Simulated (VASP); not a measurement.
# Au (Fm-3m) in VASP: notebook

Au is run at these levels: PBEsol; tasks: single point, relaxation of volume and atoms at fixed shape.

Program: VASP 6.6.1. These are calculated values, not measurements. Logs are shortened: lines on timing, memory, paths and dates and some standing lists are left out, and cuts for length are marked.

### 1 The cell of the first run

The structure is cubic, space group Fm-3m (No. 225). The conventional cell has a = 4.083 Å, b = 4.083 Å, c = 4.083 Å, α = 90.00°, β = 90.00°, γ = 90.00°. Within 3.8 Å of Au (site symmetry m-3m) lie 12 Au at 2.89 Å.

### 2 Single point, PBEsol

INCAR

```
PREC = Accurate ; ENCUT = 500
EDIFF = 1E-6 ; ISMEAR = -1
SIGMA = 0.1 ; LREAL = False
LASPH = True ; NELM = 120
ALGO = Normal ; ISIF = 2
LWAVE = False ; LCHARG = False
GGA = PS ; NBANDS = 12
GGA_COMPAT = False
```

KPOINTS

```
regular mesh
0
Gamma
  20 20 20
```

POSCAR

```
Au
1.0
    0.0000000000      2.0415900630      2.0415900630
    2.0415900630      0.0000000000      2.0415900630
    2.0415900630      2.0415900630      0.0000000000
Au
1
Direct
    0.0000000000      0.0000000000      0.0000000000
```

Potentials or basis: VASP PAW PBE potentials, release 64 (Au).

Command:

```sh
$ cat potpaw_PBE.64/Au/POTCAR > POTCAR
$ mpirun -np 1 vasp_std > vasp.out
```

OUTCAR:

```text
PREC = Accurate
   ENCUT = 500
   EDIFF = 1E-6
   ISMEAR = -1
   LREAL = False
   LASPH = True
   NELM = 120
   ISIF = 2
   GGA = PS

 ion  position               nearest neighbor table
   1  0.000  0.000  0.000-

  LATTYP: Found a face centered cubic cell.
 ALAT       =     4.0831801260

  Lattice vectors:

 A1 = (   0.0000000000,   2.0415900630,   2.0415900630)
 A2 = (   2.0415900630,   0.0000000000,   2.0415900630)
 A3 = (   2.0415900630,   2.0415900630,   0.0000000000)

Analysis of symmetry for initial positions (statically):
=====================================================================
 Subroutine PRICEL returns:
 Original cell was already a primitive cell.

 Routine SETGRP: Setting up the symmetry group for a
 face centered cubic supercell.

 Subroutine GETGRP returns: Found 48 space group operations
 (whereof 48 operations were pure point group operations)
 out of a pool of 48 trial point group operations.

The static configuration has the point symmetry O_h .

Analysis of symmetry for dynamics (positions and initial velocities):
=====================================================================
 Subroutine PRICEL returns:
 Original cell was already a primitive cell.

 Routine SETGRP: Setting up the symmetry group for a
 face centered cubic supercell.

 Subroutine GETGRP returns: Found 48 space group operations
 (whereof 48 operations were pure point group operations)
 out of a pool of 48 trial point group operations.

The dynamic configuration has the point symmetry O_h .

 Subroutine INISYM returns: Found 48 space group operations
 (whereof 48 operations are pure point group operations),
 and found     1 'primitive' translations

----------------------------------------------------------------------------------------

                                     Primitive cell

  volume of cell :      17.0191

  direct lattice vectors                    reciprocal lattice vectors
     0.000000000  2.041590063  2.041590063    -0.244907148  0.244907148  0.244907148
     2.041590063  0.000000000  2.041590063     0.244907148 -0.244907148  0.244907148
     2.041590063  2.041590063  0.000000000     0.244907148  0.244907148 -0.244907148

  length of vectors
     2.887244356  2.887244356  2.887244356     0.424191624  0.424191624  0.424191624

  position of ions in fractional coordinates (direct lattice)
     0.000000000  0.000000000  0.000000000

  ion indices of the primitive-cell ions
   primitive index   ion index
                 1           1

----------------------------------------------------------------------------------------

 KPOINTS: regular mesh

Automatic generation of k-mesh.
 Grid dimensions read from file:
 generate k-points for:   20   20   20

 Generating k-lattice:

  Cartesian coordinates                     Fractional coordinates (reciprocal lattice)
    -0.012245357  0.012245357  0.012245357     0.050000000  0.000000000  0.000000000
     0.012245357 -0.012245357  0.012245357     0.000000000  0.050000000  0.000000000
     0.012245357  0.012245357 -0.012245357     0.000000000  0.000000000  0.050000000

  Length of vectors
     0.021209581  0.021209581  0.021209581

  Shift w.r.t. Gamma in fractional coordinates (k-lattice)
     0.000000000  0.000000000  0.000000000

 Subroutine IBZKPT returns following result:
 ===========================================

 Found    256 irreducible k-points:

 Following reciprocal coordinates:
            Coordinates               Weight
  0.000000  0.000000  0.000000      1.000000
  0.050000  0.000000  0.000000      8.000000
  0.100000  0.000000  0.000000      8.000000
  0.150000  0.000000  0.000000      8.000000
  0.200000  0.000000  0.000000      8.000000
  0.250000  0.000000  0.000000      8.000000
[... 16 lines left out ...]
 -0.400000  0.050000  0.000000     24.000000
 -0.350000  0.050000  0.000000     24.000000
 [... further k-points ...]
   k-points           NKPTS =    256   k-points in BZ     NKDIM =    256   number of bands    NBANDS=     12
   number of dos      NEDOS =    301   number of ions     NIONS =      1
   total plane-waves  NPLWV =  13824
   dimension x,y,z NGX =    24 NGY =   24 NGZ =   24
   dimension x,y,z NGXF=    48 NGYF=   48 NGZF=   48
   ions per type =               1
   NGX,Y,Z   is equivalent  to a cutoff of  13.82, 13.82, 13.82 a.u.
   NGXF,Y,Z  is equivalent  to a cutoff of  27.64, 27.64, 27.64 a.u.
 SYSTEM =  unknown system
   PREC   = accura    normal or accurate (medium, high low for compatibility)
   ISTART =      0    job   : 0-new  1-cont  2-samecut
   ICHARG =      2    charge: 1-file 2-atom 10-const
   ISPIN  =      1    spin polarized calculation?
   LNONCOLLINEAR =      F non collinear calculations
   LSORBIT =      F    spin-orbit coupling
   LASPH  =      T    aspherical Exc in radial PAW
   ENCUT  =  500.0 eV  36.75 Ry    6.06 a.u.   5.26  5.26  5.26*2*pi/ulx,y,z
   NELM   =    120;   NELMIN=  2; NELMDL= -5     # of ELM steps
   EDIFF  = 0.1E-05   stopping-criterion for ELM
   LREAL  =      F    real-space projection
   EDIFFG = 0.1E-04   stopping-criterion for IOM
   NSW    =      0    number of steps for IOM
   IBRION =     -1    ionic relax: 0-MD 1-quasi-New 2-CG
   NFREE  =      0    steps in history (QN), initial steepest desc. (CG)
   ISIF   =      2    stress and relaxation
   ISYM   =      2    0-nonsym 1-usesym 2-fastsym
   POTIM  = 0.5000    time-step for ionic-motion
   TEBEG  =    0.0;   TEEND  =   0.0 temperature during run
   PSTRESS=    0.0 pullay stress
   NELECT =      11.0000    total number of electrons
   NUPDOWN=      -1.0000    fix difference up-down
   EMIN   =  10.00;   EMAX   =-10.00  energy-range for DOS
   EFERMI =   0.00;   METHOD = LEGACY
   ISMEAR =    -1;   SIGMA  =   0.10  broadening in eV -4-tet -1-fermi 0-gaus
   EFERMI_NEDOS =   21; number of points for ismear=-14 and -15
   IALGO  =     38    algorithm
   IMIX   =      4    mixing-type and parameters
     AMIX     =   0.40;   BMIX     =  1.00
     AMIX_MAG =   1.60;   BMIX_MAG =  1.00
  volume/ion in A,a.u.               =      17.02       114.85
  Fermi-wavevector in a.u.,A,eV,Ry     =   1.415448  2.674808 27.259169  2.003492
  Thomas-Fermi vector in A             =   2.536885
   LORBIT       =      0    0 simple, 1 ext, 2 COOP (PROOUT), +10 PAW based schemes
   GGA     = PS    functional components
   LHFCALC =     F    Hartree Fock is set to
   AEXX    =    0.0000 exact exchange contribution
   IVDW    =     0    specifies the selected vdW correction
   LEPSILON=     F    determine dielectric tensor
   LRPA    =     F    only Hartree local field effects (RPA)
 non-spin polarized calculation
  energy-cutoff  :      500.00
  volume of cell :       17.02
 maximum number of plane-waves:       444
 NGX is ok and might be reduce to    24
   NGX = 11   NGY = 11   NGZ = 11

 number of electron      11.0000000 magnetization

 Free energy of the ion-electron system (eV)
  ---------------------------------------------------
  ext. energy  EPLUGINS =         0.00000000
  ---------------------------------------------------
  free energy    TOTEN  =        -3.92892812 eV

  energy without entropy =       -3.91980482  energy(sigma->0) =       -3.92436647

 E-fermi :   9.2888     XC(G=0): -12.8928

 val. band max:        9.2792348119   @ k =   0.5000   0.3500   0.1500
 cond. band min:       9.3295399403   @ k =   0.5000   0.1000   0.0000
 fundamental gap:      0.0503051284
 Fermi energy:         9.2888426349

 k-point     1 :       0.0000    0.0000    0.0000
  band No.  band energies     occupation
      1      -0.6346      2.00000
      2       4.6139      2.00000
      3       4.6139      2.00000
      4       4.6139      2.00000
      5       6.1473      2.00000
      6       6.1473      2.00000
      7      23.7988      0.00000
      8      27.8006      0.00000
      9      27.8006      0.00000
     10      27.8006      0.00000
     11      32.6717      0.00000
     12      37.3492      0.00000

 k-point     2 :       0.0500    0.0000    0.0000
  band No.  band energies     occupation
      1      -0.5469      2.00000
      2       4.5843      2.00000
      3       4.6446      2.00000
      4       4.6446      2.00000
      5       6.1329      2.00000
      6       6.1329      2.00000
      7      23.9046      0.00000
      8      27.2054      0.00000
      9      27.9058      0.00000
     10      27.9058      0.00000
     11      33.1987      0.00000
     12      36.1623      0.00000

 k-point     3 :       0.1000    0.0000    0.0000
  band No.  band energies     occupation
      1      -0.2894      2.00000
      2       4.5065      2.00000
      3       4.7272      2.00000
      4       4.7272      2.00000
      5       6.1007      2.00000
      6       6.1007      2.00000
      7      24.1673      0.00000
      8      25.9153      0.00000
      9      28.2066      0.00000
     10      28.2066      0.00000
     11      33.3207      0.00000
     12      35.6674      0.00000
[... 286 lines left out ...]
 k-point    23 :      -0.4000    0.0500    0.0000
  band No.  band energies     occupation
      1       2.0130      2.00000
      2       4.6017      2.00000
      3       4.6713      2.00000
      4       6.4672      2.00000
      5       7.0744      2.00000
      6       7.8378      2.00000
      7      14.1030      0.00000
      8      23.5381      0.00000
      9      26.0927      0.00000
     10      27.1414      0.00000
     11      33.4774      0.00000
     12      33.9791      0.00000

 k-point    24 :      -0.3500    0.0500    0.0000
  band No.  band energies     occupation
      1       1.9597      2.00000
      2       4.6827      2.00000
      3       4.7444      2.00000
      4       5.6916      2.00000
      5       6.7939      2.00000
      6       7.3314      2.00000
      7      15.8990      0.00000
      8      23.8756      0.00000
      9      26.5139      0.00000
     10      28.0775      0.00000
     11      32.5176      0.00000
     12      33.4207      0.00000

 [... further k-points ...]
[... 5 lines left out ...]
  --------------------------------------------------------------------------------------
  -------------------------------------------------------------------------------------
  Total       -0.0293117     -0.0293117     -0.0293117     -0.0000000     -0.0000000      0.0000000
  in kB       -2.7594106     -2.7594106     -2.7594106     -0.0000000     -0.0000000      0.0000000
  external PRESSURE =      -2.7594106 kB  Pullay stress =       0.0000000 kB

 VOLUME and BASIS-vectors are now :
 -----------------------------------------------------------------------------
  energy-cutoff  :      500.00
  volume of cell :       17.02
      direct lattice vectors                 reciprocal lattice vectors
     0.000000000  2.041590063  2.041590063    -0.244907148  0.244907148  0.244907148
     2.041590063  0.000000000  2.041590063     0.244907148 -0.244907148  0.244907148
     2.041590063  2.041590063  0.000000000     0.244907148  0.244907148 -0.244907148

 POSITION                                       TOTAL-FORCE (eV/Angst)
 -----------------------------------------------------------------------------------
      0.00000      0.00000      0.00000         0.000000      0.000000      0.000000
 -----------------------------------------------------------------------------------
    total drift:                               -0.000000      0.000000     -0.000000

  FREE ENERGIE OF THE ION-ELECTRON SYSTEM (eV)
  ---------------------------------------------------
  free  energy   TOTEN  =        -3.9289281201 eV

  energy  without entropy=       -3.9198048225  energy(sigma->0) =       -3.92436647
```

It took 14 s on 1 thread of Intel Xeon 6975P-C (Granite Rapids), shared host; peak memory 0.17 GiB.

Results:

| Item | Value |
| --- | --- |
| Free energy | -3.9289 eV |
| Pressure | -0.3 GPa |
| Band gap on the k mesh | zero (an odd number of electrons rules out a gap without spin polarisation) |

Levels at points of the mesh, in eV from the Fermi level:
```
           k point  band 3  band 4  band 5  band 6  band 7  band 8  band 9  band 10
(0.00, 0.00, 0.00)   -4.67   -4.67   -3.14   -3.14   14.51   18.51   18.51    18.51
(0.50, 0.00, 0.00)   -4.71   -1.94   -1.94   -1.02    3.07   13.95   17.11    17.11
(0.50, 0.50, 0.00)   -1.98   -1.61   -1.61    0.96    5.77    9.97    9.97    17.19
```

Caveat: the PAW data sets were made with another functional, which shifts forces and pressure a little; spin-orbit coupling is left out, which moves the levels of the heavy elements.

### 3 Relaxation of volume and atoms at fixed shape, PBEsol

This run uses another cell than the first one, of 16.85 Å³/atom.

INCAR

```
  PREC = Accurate
  ENCUT = 500
  EDIFF = 1E-7
  ISMEAR = -1
  SIGMA = 0.1
  LREAL = F
  LASPH = T
  NELM = 120
  ALGO = Normal
  ISIF = 8
  LWAVE = F
  LCHARG = F
  GGA = PS
  IBRION = 2
  NSW = 80
  EDIFFG = -0.02
  GGA_COMPAT = F
  NELMIN = 4
```

KPOINTS is that of step 2.

POSCAR

```
Au
1.0
    0.0000000000      2.0350000000      2.0350000000
    2.0350000000      0.0000000000      2.0350000000
    2.0350000000      2.0350000000      0.0000000000
Au
1
Direct
    0.0000000000      0.0000000000      0.0000000000
```

Potentials or basis: VASP PAW PBE potentials, release 64 (Au).

Command:

```sh
$ cat potpaw_PBE.64/Au/POTCAR > POTCAR
$ mpirun -np 1 vasp_std > vasp.out
```

It took 24 s on 1 thread of Intel Xeon 6975P-C (Granite Rapids), shared host; peak memory 0.18 GiB.

It converged, with:

| Item | Value |
| --- | --- |
| Free energy | -3.9288 eV |
| Relaxed volume | 16.99 Å³/atom |
| Relaxed cell | a = 2.886 Å, b = 2.886 Å, c = 2.886 Å, α = 60.00°, β = 60.00°, γ = 60.00° |
| Space group after relaxing (to 0.1 Å) | Fm-3m (No. 225) |
| Energy gained by relaxing | 0.6 meV/atom |
| Ionic steps | 3 |
| Pressure after relaxing | 0.0 GPa |
| Band gap on the k mesh | zero (an odd number of electrons rules out a gap without spin polarisation) |

The path:
```
step  energy change (eV)  largest force (eV/Å)  pressure (GPa)  volume (Å³)
   1              0.0000                0.0000            1.46        16.85
   2              0.0012                0.0000           -2.34        17.23
   3             -0.0006                0.0000            0.00        16.99
```

Final structure:
```
Au
1.0
     0.00000    2.04053    2.04053
     2.04053    0.00000    2.04053
     2.04053    2.04053    0.00000
Au
1
Direct
  0.00000 0.00000 0.00000
```

Levels at points of the mesh, in eV from the Fermi level:
```csv
k point,band 3,band 4,band 5,band 6,band 7,band 8,band 9
"(0.00, 0.00, 0.00)",-4.68,-4.68,-3.15,-3.15,14.51,18.52,18.52
"(0.50, 0.00, 0.00)",-4.72,-1.94,-1.94,-1.03,3.08,13.95,17.12
"(0.50, 0.50, 0.00)",-1.98,-1.61,-1.61,0.96,5.78,9.97,9.97
```

Caveat: the PAW data sets were made with another functional, which shifts forces and pressure a little; spin-orbit coupling is left out, which moves the levels of the heavy elements.
